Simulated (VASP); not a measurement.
# Cr (Im-3m) in VASP: single point with PBEsol

Aim: the single point of Cr with PBEsol.

Program: VASP 6.6.1. These are calculated values, not measurements. Logs are shortened: lines on timing, memory, paths and dates and some standing lists are left out, and cuts for length are marked.

## (1) The cell of the first run

Symmetry: Im-3m, No. 229, cubic system. The conventional cell has a = 2.814 Å, b = 2.814 Å, c = 2.814 Å, α = 90.00°, β = 90.00°, γ = 90.00°. Cr (site symmetry m-3m) has 14 Cr at 2.44 to 2.81 Å within 3.2 Å.

## (2) Single point, PBEsol

INCAR reads:

```
  PREC = Accurate
  ENCUT = 520
  EDIFF = 1E-7
  ISMEAR = 0
  SIGMA = 0.1
  LREAL = False
  LASPH = True
  NELM = 60
  ALGO = Fast
  ISIF = 2
  LWAVE = False
  LCHARG = False
  GGA = PS
  ISYM = 0
  NBANDS = 12
```

KPOINTS reads:

```
Automatic mesh
0
Gamma
  15 15 17
```

POSCAR reads:

```
Cr
1.0
    2.4371427746      0.0000000000      0.0000000000
   -0.8123809249      2.2977602435      0.0000000000
    0.8123809249      1.1488801218      1.9899187427
Cr
1
Direct
    0.0000000000      0.0000000000      0.0000000000
```

Potentials or basis: VASP PAW PBE potentials, release 64 (Cr_pv).

Launch:

```
$ cat potpaw_PBE.64/Cr_pv/POTCAR > POTCAR
$ mpirun -np 1 vasp_std > vasp.out
```

OUTCAR:

```text
PREC = Accurate
   ENCUT = 520
   EDIFF = 1E-7
   ISMEAR = 0
   LREAL = False
   LASPH = True
   NELM = 60
   ISIF = 2
   GGA = PS
   ISYM = 0

 ion  position               nearest neighbor table
   1  0.000  0.000  0.000-

IMPORTANT INFORMATION: All symmetrisations will be switched off!
NOSYMM: (Re-)initialisation of all symmetry stuff for point group C_1.

----------------------------------------------------------------------------------------

                                     Primitive cell

  volume of cell :      11.1435

  direct lattice vectors                    reciprocal lattice vectors
     2.437142775  0.000000000  0.000000000     0.410316544  0.145068805 -0.251266541
    -0.812380925  2.297760243  0.000000000     0.000000000  0.435206416 -0.251266541
     0.812380925  1.148880122  1.989918743     0.000000000  0.000000000  0.502533083

  length of vectors
     2.437142775  2.437142775  2.437142775     0.502533083  0.502533083  0.502533083

  position of ions in fractional coordinates (direct lattice)
     0.000000000  0.000000000  0.000000000

  ion indices of the primitive-cell ions
   primitive index   ion index
                 1           1

----------------------------------------------------------------------------------------

 KPOINTS: Automatic mesh

Automatic generation of k-mesh.
 Grid dimensions read from file:
 generate k-points for:   15   15   17

 Generating k-lattice:

  Cartesian coordinates                     Fractional coordinates (reciprocal lattice)
     0.027354436  0.009671254 -0.016751103     0.066666667  0.000000000 -0.000000000
     0.000000000  0.029013761 -0.016751103     0.000000000  0.066666667  0.000000000
     0.000000000  0.000000000  0.029560770     0.000000000  0.000000000  0.058823529

  Length of vectors
     0.033502206  0.033502206  0.029560770

  Shift w.r.t. Gamma in fractional coordinates (k-lattice)
     0.000000000  0.000000000  0.000000000

 -----------------------------------------------------------------------------
|                                                                             |
|           W    W    AA    RRRRR   N    N  II  N    N   GGGG   !!!           |
|           W    W   A  A   R    R  NN   N  II  NN   N  G    G  !!!           |
|           W    W  A    A  R    R  N N  N  II  N N  N  G       !!!           |
|           W WW W  AAAAAA  RRRRR   N  N N  II  N  N N  G  GGG   !            |
|           WW  WW  A    A  R   R   N   NN  II  N   NN  G    G                |
|           W    W  A    A  R    R  N    N  II  N    N   GGGG   !!!           |
|                                                                             |
|     Your reciprocal lattice and k-lattice belong to different lattice       |
|     classes:                                                                |
|                                                                             |
|        The reciprocal lattice is face-centered cubic,                       |
|        whereas your k-lattice is base-centered monoclinic.                  |
|                                                                             |
|     Results are often still useful ...                                      |
|                                                                             |
 -----------------------------------------------------------------------------

 WARNING: IBZKPT: internal override: KBLOWUP is changed to .FALSE.
      ... skipping the blow-up phase ...

 Subroutine IBZKPT returns following result:
 ===========================================

 Found   1913 irreducible k-points:

 Following reciprocal coordinates:
            Coordinates               Weight
  0.000000  0.000000  0.000000      1.000000
  0.066667 -0.000000  0.000000      2.000000
  0.133333 -0.000000  0.000000      2.000000
  0.200000  0.000000 -0.000000      2.000000
  0.266667 -0.000000  0.000000      2.000000
  0.333333 -0.000000  0.000000      2.000000
[... 16 lines left out ...]
 -0.066667  0.066667 -0.000000      2.000000
  0.000000  0.133333 -0.000000      2.000000
 [... further k-points ...]
   k-points           NKPTS =   1913   k-points in BZ     NKDIM =   1913   number of bands    NBANDS=     12
   number of dos      NEDOS =    301   number of ions     NIONS =      1
   total plane-waves  NPLWV =   5832
   dimension x,y,z NGX =    18 NGY =   18 NGZ =   18
   dimension x,y,z NGXF=    36 NGYF=   36 NGZF=   36
   ions per type =               1
   NGX,Y,Z   is equivalent  to a cutoff of  12.28, 12.28, 12.28 a.u.
   NGXF,Y,Z  is equivalent  to a cutoff of  24.56, 24.56, 24.56 a.u.
 SYSTEM =  unknown system
   PREC   = accura    normal or accurate (medium, high low for compatibility)
   ISTART =      0    job   : 0-new  1-cont  2-samecut
   ICHARG =      2    charge: 1-file 2-atom 10-const
   ISPIN  =      1    spin polarized calculation?
   LNONCOLLINEAR =      F non collinear calculations
   LSORBIT =      F    spin-orbit coupling
   LASPH  =      T    aspherical Exc in radial PAW
   ENCUT  =  520.0 eV  38.22 Ry    6.18 a.u.   4.53  4.53  4.53*2*pi/ulx,y,z
   NELM   =     60;   NELMIN=  2; NELMDL= -5     # of ELM steps
   EDIFF  = 0.1E-06   stopping-criterion for ELM
   LREAL  =      F    real-space projection
   EDIFFG = 0.1E-05   stopping-criterion for IOM
   NSW    =      0    number of steps for IOM
   IBRION =     -1    ionic relax: 0-MD 1-quasi-New 2-CG
   NFREE  =      0    steps in history (QN), initial steepest desc. (CG)
   ISIF   =      2    stress and relaxation
   ISYM   =      0    0-nonsym 1-usesym 2-fastsym
   POTIM  = 0.5000    time-step for ionic-motion
   TEBEG  =    0.0;   TEEND  =   0.0 temperature during run
   PSTRESS=    0.0 pullay stress
   NELECT =      12.0000    total number of electrons
   NUPDOWN=      -1.0000    fix difference up-down
   EMIN   =  10.00;   EMAX   =-10.00  energy-range for DOS
   EFERMI =   0.00;   METHOD = LEGACY
   ISMEAR =     0;   SIGMA  =   0.10  broadening in eV -4-tet -1-fermi 0-gaus
   EFERMI_NEDOS =   21; number of points for ismear=-14 and -15
   IALGO  =     68    algorithm
   IMIX   =      4    mixing-type and parameters
     AMIX     =   0.40;   BMIX     =  1.00
     AMIX_MAG =   1.60;   BMIX_MAG =  1.00
  volume/ion in A,a.u.               =      11.14        75.20
  Fermi-wavevector in a.u.,A,eV,Ry     =   1.678011  3.170982 38.310227  2.815722
  Thomas-Fermi vector in A             =   2.762176
   LORBIT       =      0    0 simple, 1 ext, 2 COOP (PROOUT), +10 PAW based schemes
   GGA     = PS    functional components
   LHFCALC =     F    Hartree Fock is set to
   AEXX    =    0.0000 exact exchange contribution
   IVDW    =     0    specifies the selected vdW correction
   LEPSILON=     F    determine dielectric tensor
   LRPA    =     F    only Hartree local field effects (RPA)
 non-spin polarized calculation
 RMM-DIIS sequential band-by-band and
 Gauss-broadening in eV      SIGMA  =   0.10
  energy-cutoff  :      520.00
  volume of cell :       11.14
 maximum number of plane-waves:       321
 NGX is ok and might be reduce to    18
   NGX =  9   NGY =  9   NGZ =  9

 number of electron      12.0000013 magnetization

 Free energy of the ion-electron system (eV)
  ---------------------------------------------------
  ext. energy  EPLUGINS =         0.00000000
  ---------------------------------------------------
  free energy    TOTEN  =       -10.24218494 eV

  energy without entropy =      -10.23823898  energy(sigma->0) =      -10.24021196

 E-fermi :  11.3697     XC(G=0): -14.0444

 val. band max:       11.3693088383   @ k =   0.2000  -0.0667   0.0588
 cond. band min:      11.3705142741   @ k =  -0.0667   0.2000   0.1176
 fundamental gap:      0.0012054357
 Fermi energy:        11.3696933405

 k-point     1 :       0.0000    0.0000    0.0000
  band No.  band energies     occupation
      1     -31.1752      2.00000
      2     -31.1715      2.00000
      3     -31.1690      2.00000
      4       3.3321      2.00000
      5      10.3952      2.00000
      6      10.3979      2.00000
      7      10.4006      2.00000
      8      12.5219      0.00000
      9      12.5224      0.00000
     10      18.4732      0.00000
     11      33.9088      0.00000
     12      33.9100      0.00000

 k-point     2 :       0.0667   -0.0000    0.0000
  band No.  band energies     occupation
      1     -31.2186      2.00000
      2     -31.1867      2.00000
      3     -31.1722      2.00000
      4       3.5341      2.00000
      5      10.3172      2.00000
      6      10.3840      2.00000
      7      10.5379      2.00000
      8      12.4325      0.00000
      9      12.5279      0.00000
     10      18.4731      0.00000
     11      33.4880      0.00000
     12      33.8620      0.00000

 k-point     3 :       0.1333   -0.0000    0.0000
  band No.  band energies     occupation
      1     -31.3508      2.00000
      2     -31.2267      2.00000
      3     -31.1735      2.00000
      4       4.1133      2.00000
      5      10.0961      2.00000
      6      10.3109      2.00000
      7      10.9435      2.00000
      8      12.2495      0.00000
      9      12.5484      0.00000
     10      18.4731      0.00000
     11      32.2707      0.00000
     12      33.5135      0.00000
[... 286 lines left out ...]
 k-point    23 :      -0.0667    0.0667   -0.0000
  band No.  band energies     occupation
      1     -31.2162      2.00000
      2     -31.1860      2.00000
      3     -31.1753      2.00000
      4       3.5341      2.00000
      5      10.3152      2.00000
      6      10.3840      2.00000
      7      10.5401      2.00000
      8      12.4326      0.00000
      9      12.5276      0.00000
     10      18.4731      0.00000
     11      33.4892      0.00000
     12      33.8601      0.00000

 k-point    24 :       0.0000    0.1333   -0.0000
  band No.  band energies     occupation
      1     -31.3508      2.00000
      2     -31.2267      2.00000
      3     -31.1735      2.00000
      4       4.1133      2.00000
      5      10.0961      2.00000
      6      10.3109      2.00000
      7      10.9435      2.00000
      8      12.2495      0.00000
      9      12.5484      0.00000
     10      18.4731      0.00000
     11      32.2707      0.00000
     12      33.5136      0.00000

 [... further k-points ...]

------------------------ aborting loop because EDIFF is reached ----------------------------------------

  FORCE on cell =-STRESS in cart. coord.  units (eV):
  Direction    XX          YY          ZZ          XY          YZ          ZX
  --------------------------------------------------------------------------------------
  -------------------------------------------------------------------------------------
  Total       -0.0337910     -0.0443877     -0.0706689     -0.0149862     -0.0015087     -0.0010667
  in kB       -4.8583645     -6.3819315    -10.1605615     -2.1546715     -0.2169210     -0.1533639
  external PRESSURE =      -7.1336192 kB  Pullay stress =       0.0000000 kB

 VOLUME and BASIS-vectors are now :
 -----------------------------------------------------------------------------
  energy-cutoff  :      520.00
  volume of cell :       11.14
      direct lattice vectors                 reciprocal lattice vectors
     2.437142775  0.000000000  0.000000000     0.410316544  0.145068805 -0.251266541
    -0.812380925  2.297760243  0.000000000     0.000000000  0.435206416 -0.251266541
     0.812380925  1.148880122  1.989918743     0.000000000  0.000000000  0.502533083

 POSITION                                       TOTAL-FORCE (eV/Angst)
 -----------------------------------------------------------------------------------
      0.00000      0.00000      0.00000         0.000000      0.000000      0.000000
 -----------------------------------------------------------------------------------
    total drift:                                0.000000      0.000000      0.000000

  FREE ENERGIE OF THE ION-ELECTRON SYSTEM (eV)
  ---------------------------------------------------
  free  energy   TOTEN  =       -10.2421849355 eV

  energy  without entropy=      -10.2382389823  energy(sigma->0) =      -10.24021196
```

Wall time 97 s (1 thread of Intel Xeon 6975P-C (Granite Rapids), shared host); peak memory 0.35 GiB.

Results:

```
Free energy            : -10.2422 eV
Pressure               : -0.7 GPa
Band gap on the k mesh : zero (bands 6 and 7 overlap by 3.43 eV)
```

Levels at points of the mesh, in eV from the Fermi level:
| k point | band 4 | band 5 | band 6 | band 7 | band 8 | band 9 |
| --- | --- | --- | --- | --- | --- | --- |
| (0.00, 0.00, 0.00) | -8.04 | -0.97 | -0.97 | -0.97 | 1.15 | 1.15 |

Caveat: the PAW data sets were made with another functional, which shifts forces and pressure a little; the run has no spin polarisation, though such a crystal can be magnetic. Spin polarisation is off, so any magnetic state and its effect on volume and gap are missing.
